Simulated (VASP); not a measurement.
# In2O3 (R-3c) in VASP: notebook, part 2 of 2

VASP 6.6.1. Earlier steps stand in the parts before.

## Step 3: Single point, PBE

This run uses another cell than the first one, of 13.24 Å³/atom.

INCAR

```
SYSTEM = In2O3
  PREC = Accurate
  ENCUT = 520
  EDIFF = 1E-6
  ISMEAR = 0
  SIGMA = 0.02
  LREAL = .FALSE.
  LASPH = .TRUE.
  NELM = 60
  ALGO = Normal
  ISIF = 2
  LWAVE = .FALSE.
  LCHARG = .TRUE.
  GGA = PE
  LELF = .TRUE.
  LVHAR = .TRUE.
  NBANDS = 55
```

KPOINTS

```
regular mesh
0
G
  6 6 6
  0 0 0
```

POSCAR

```
In2O3
1.0
    2.7882025109      1.6097694702      4.9178685913
   -2.7882025109      1.6097694702      4.9178685913
    0.0000000000     -3.2195389405      4.9178685913
In O
4 6
Direct
    0.8572518487      0.8572518487      0.8572518487
    0.6427481513      0.6427481513      0.6427481513
    0.1427481513      0.1427481513      0.1427481513
    0.3572518487      0.3572518487      0.3572518487
    0.0466234037      0.4533765963      0.7500000000
    0.7500000000      0.0466234037      0.4533765963
    0.4533765963      0.7500000000      0.0466234037
    0.9533765963      0.5466234037      0.2500000000
    0.2500000000      0.9533765963      0.5466234037
    0.5466234037      0.2500000000      0.9533765963
```

Potentials or basis: VASP PAW PBE potentials, release 64 (In_d, O).

Run with:

```
$ cat potpaw_PBE.64/In_d/POTCAR potpaw_PBE.64/O/POTCAR > POTCAR
$ mpirun -np 1 vasp_std > vasp.out
```

OUTCAR:

```text
SYSTEM = In2O3
   PREC = Accurate
   ENCUT = 520
   EDIFF = 1E-6
   ISMEAR = 0
   LREAL = .FALSE.
   LASPH = .TRUE.
   NELM = 60
   ISIF = 2
   GGA = PE

 ion  position               nearest neighbor table
   1  0.857  0.857  0.857-  10 2.16   9 2.16   8 2.16   7 2.29   5 2.29   6 2.29   2 3.16   3 3.30
                             3 3.30   3 3.30   2 3.67   2 3.67   2 3.67
   2  0.643  0.643  0.643-   9 2.16  10 2.16   8 2.16   6 2.29   5 2.29   7 2.29   1 3.16   4 3.30
                             4 3.30   4 3.30   1 3.67   1 3.67   1 3.67
   3  0.143  0.143  0.143-   7 2.16   6 2.16   5 2.16  10 2.29   8 2.29   9 2.29   4 3.16   1 3.30
                             1 3.30   1 3.30   4 3.67   4 3.67   4 3.67
   4  0.357  0.357  0.357-   6 2.16   7 2.16   5 2.16   9 2.29   8 2.29  10 2.29   3 3.16   2 3.30
                             2 3.30   2 3.30   3 3.67   3 3.67   3 3.67
   5  0.047  0.453  0.750-   3 2.16   4 2.16   1 2.29   2 2.29
   6  0.750  0.047  0.453-   4 2.16   3 2.16   2 2.29   1 2.29
   7  0.453  0.750  0.047-   3 2.16   4 2.16   1 2.29   2 2.29
   8  0.953  0.547  0.250-   1 2.16   2 2.16   3 2.29   4 2.29
   9  0.250  0.953  0.547-   2 2.16   1 2.16   4 2.29   3 2.29
  10  0.547  0.250  0.953-   1 2.16   2 2.16   3 2.29   4 2.29

  LATTYP: Found a trigonal (rhomboedric) cell.
 ALAT       =     5.8779981686
 COS(alpha) =     0.5499925220

  Lattice vectors:

 A1 = (   2.7882025109,   1.6097694702,   4.9178685913)
 A2 = (  -2.7882025109,   1.6097694702,   4.9178685913)
 A3 = (   0.0000000000,  -3.2195389405,   4.9178685913)

Analysis of symmetry for initial positions (statically):
=====================================================================
 Subroutine PRICEL returns:
 Original cell was already a primitive cell.

 Routine SETGRP: Setting up the symmetry group for a
 trigonal (rhombohedral) supercell.

 Subroutine GETGRP returns: Found 12 space group operations
 (whereof  6 operations were pure point group operations)
 out of a pool of 12 trial point group operations.

The static configuration has the point symmetry S_6 .
 The point group associated with its full space group is D_3d.

Analysis of symmetry for dynamics (positions and initial velocities):
=====================================================================
 Subroutine PRICEL returns:
 Original cell was already a primitive cell.

 Routine SETGRP: Setting up the symmetry group for a
 trigonal (rhombohedral) supercell.

 Subroutine GETGRP returns: Found 12 space group operations
 (whereof  6 operations were pure point group operations)
 out of a pool of 12 trial point group operations.

The dynamic configuration has the point symmetry S_6 .
 The point group associated with its full space group is D_3d.

 Subroutine INISYM returns: Found 12 space group operations
 (whereof  6 operations are pure point group operations),
 and found     1 'primitive' translations

----------------------------------------------------------------------------------------

                                     Primitive cell

  volume of cell :     132.4391

  direct lattice vectors                    reciprocal lattice vectors
     2.788202511  1.609769470  4.917868591     0.179327003  0.103534493  0.067780041
    -2.788202511  1.609769470  4.917868591    -0.179327003  0.103534493  0.067780041
[... 63 lines left out ...]
  0.333333  0.166667 -0.000000     12.000000
[... 16 lines left out ...]
  0.500000  0.500000  0.166667      6.000000
 -0.333333  0.500000  0.166667     12.000000
 [... further k-points ...]
   k-points           NKPTS =     32   k-points in BZ     NKDIM =     32   number of bands    NBANDS=     55
   number of dos      NEDOS =    301   number of ions     NIONS =     10
   total plane-waves  NPLWV = 110592
   dimension x,y,z NGX =    48 NGY =   48 NGZ =   48
   dimension x,y,z NGXF=    96 NGYF=   96 NGZF=   96
   ions per type =               4   6
   NGX,Y,Z   is equivalent  to a cutoff of  13.58, 13.58, 13.58 a.u.
   NGXF,Y,Z  is equivalent  to a cutoff of  27.15, 27.15, 27.15 a.u.
 SYSTEM =  In2O3
   PREC   = accura    normal or accurate (medium, high low for compatibility)
   ISTART =      0    job   : 0-new  1-cont  2-samecut
   ICHARG =      2    charge: 1-file 2-atom 10-const
   ISPIN  =      1    spin polarized calculation?
   LNONCOLLINEAR =      F non collinear calculations
   LSORBIT =      F    spin-orbit coupling
   LASPH  =      T    aspherical Exc in radial PAW
   ENCUT  =  520.0 eV  38.22 Ry    6.18 a.u.  10.93 10.93 10.93*2*pi/ulx,y,z
   NELM   =     60;   NELMIN=  2; NELMDL= -5     # of ELM steps
   EDIFF  = 0.1E-05   stopping-criterion for ELM
   LREAL  =      F    real-space projection
   EDIFFG = 0.1E-04   stopping-criterion for IOM
   NSW    =      0    number of steps for IOM
   IBRION =     -1    ionic relax: 0-MD 1-quasi-New 2-CG
   NFREE  =      0    steps in history (QN), initial steepest desc. (CG)
   ISIF   =      2    stress and relaxation
   ISYM   =      2    0-nonsym 1-usesym 2-fastsym
   POTIM  = 0.5000    time-step for ionic-motion
   TEBEG  =    0.0;   TEEND  =   0.0 temperature during run
   PSTRESS=    0.0 pullay stress
   NELECT =      88.0000    total number of electrons
   NUPDOWN=      -1.0000    fix difference up-down
   EMIN   =  10.00;   EMAX   =-10.00  energy-range for DOS
   EFERMI =   0.00;   METHOD = LEGACY
   ISMEAR =     0;   SIGMA  =   0.02  broadening in eV -4-tet -1-fermi 0-gaus
   EFERMI_NEDOS =   21; number of points for ismear=-14 and -15
   IALGO  =     38    algorithm
   IMIX   =      4    mixing-type and parameters
     AMIX     =   0.40;   BMIX     =  1.00
     AMIX_MAG =   1.60;   BMIX_MAG =  1.00
  volume/ion in A,a.u.               =      13.24        89.37
  Fermi-wavevector in a.u.,A,eV,Ry     =   1.428555  2.699578 27.766357  2.040770
  Thomas-Fermi vector in A             =   2.548604
   LORBIT       =      0    0 simple, 1 ext, 2 COOP (PROOUT), +10 PAW based schemes
   GGA     = PE    functional components
   LHFCALC =     F    Hartree Fock is set to
   AEXX    =    0.0000 exact exchange contribution
   IVDW    =     0    specifies the selected vdW correction
   LEPSILON=     F    determine dielectric tensor
   LRPA    =     F    only Hartree local field effects (RPA)
 non-spin polarized calculation
 Gauss-broadening in eV      SIGMA  =   0.02
  energy-cutoff  :      520.00
  volume of cell :      132.44
 maximum number of plane-waves:      3589
 NGX is ok and might be reduce to    48
   NGX = 21   NGY = 21   NGZ = 21

 number of electron      88.0000007 magnetization

 Free energy of the ion-electron system (eV)
  ---------------------------------------------------
  ext. energy  EPLUGINS =         0.00000000
  ---------------------------------------------------
  free energy    TOTEN  =       -55.47552214 eV

  energy without entropy =      -55.47552214  energy(sigma->0) =      -55.47552214

 E-fermi :   5.1952     XC(G=0): -10.9756

 val. band max:        5.0602381952   @ k =  -0.1667   0.1667   0.0000
 cond. band min:       6.0190301679   @ k =   0.0000   0.0000   0.0000
 fundamental gap:      0.9587919728
 Fermi energy:         5.1951838219

 k-point     1 :       0.0000    0.0000    0.0000
  band No.  band energies     occupation
      1     -12.2833      2.00000
      2     -11.4827      2.00000
      3     -11.4827      2.00000
      4     -11.2870      2.00000
      5     -11.2870      2.00000
      6     -11.2057      2.00000
[... 1381 lines left out ...]
     54      15.4059      0.00000
     55      16.0103      0.00000

 [... further k-points ...]
[... 5 lines left out ...]
  --------------------------------------------------------------------------------------
  -------------------------------------------------------------------------------------
  Total        0.3421286      0.3421286      0.2346293      0.0000000     -0.0000000      0.0000000
  in kB        4.1388894      4.1388894      2.8384200      0.0000000     -0.0000000      0.0000000
  external PRESSURE =       3.7053996 kB  Pullay stress =       0.0000000 kB

 VOLUME and BASIS-vectors are now :
 -----------------------------------------------------------------------------
  energy-cutoff  :      520.00
  volume of cell :      132.44
      direct lattice vectors                 reciprocal lattice vectors
     2.788202511  1.609769470  4.917868591     0.179327003  0.103534493  0.067780041
    -2.788202511  1.609769470  4.917868591    -0.179327003  0.103534493  0.067780041
     0.000000000 -3.219538941  4.917868591     0.000000000 -0.207068987  0.067780041

 POSITION                                       TOTAL-FORCE (eV/Angst)
 -----------------------------------------------------------------------------------
      0.00000     -0.00000     12.64756        -0.000000      0.000000     -0.019539
      0.00000     -0.00000      9.48285        -0.000000     -0.000000      0.019539
      0.00000     -0.00000      2.10605        -0.000000     -0.000000      0.019539
      0.00000     -0.00000      5.27075        -0.000000      0.000000     -0.019539
     -1.13411     -1.60977      6.14734        -0.017560      0.000000      0.000000
      1.96116     -0.17728      6.14734         0.008780     -0.015207      0.000000
     -0.82705      1.78705      6.14734         0.008780      0.015207      0.000000
      1.13411      1.60977      8.60627         0.017560      0.000000      0.000000
     -1.96116      0.17728      8.60627        -0.008780      0.015207      0.000000
      0.82705     -1.78705      8.60627        -0.008780     -0.015207      0.000000
 -----------------------------------------------------------------------------------
    total drift:                               -0.000000      0.000000      0.000000

  FREE ENERGIE OF THE ION-ELECTRON SYSTEM (eV)
  ---------------------------------------------------
  free  energy   TOTEN  =       -55.4755221447 eV

  energy  without entropy=      -55.4755221447  energy(sigma->0) =      -55.47552214
```

It took 3.3 min on 1 thread of Intel Xeon 6975P-C (Granite Rapids), shared host; peak memory 0.4 GiB.

Results:

```yaml
Free_energy: -55.4755 eV
Pressure: 0.4 GPa
Largest_force: 0.020 eV/Å
Band_gap_on_the_k_mesh: 0.96 eV (least direct gap 1.04 eV)
```

Forces on the atoms (eV/Å):
```
In   0.000  0.000 -0.020
In   0.000  0.000  0.020
In   0.000  0.000  0.020
In   0.000  0.000 -0.020
O   -0.018  0.000  0.000
O    0.009 -0.015  0.000
O    0.009  0.015  0.000
O    0.018  0.000  0.000
O   -0.009  0.015  0.000
O   -0.009 -0.015  0.000
```

Stress tensor (GPa, compression positive):
```
0.41 0.00 0.00
0.00 0.41 0.00
0.00 0.00 0.28
```

Caveat: spin-orbit coupling is left out, which moves the levels of the heavy elements. A k mesh can miss the band edges.
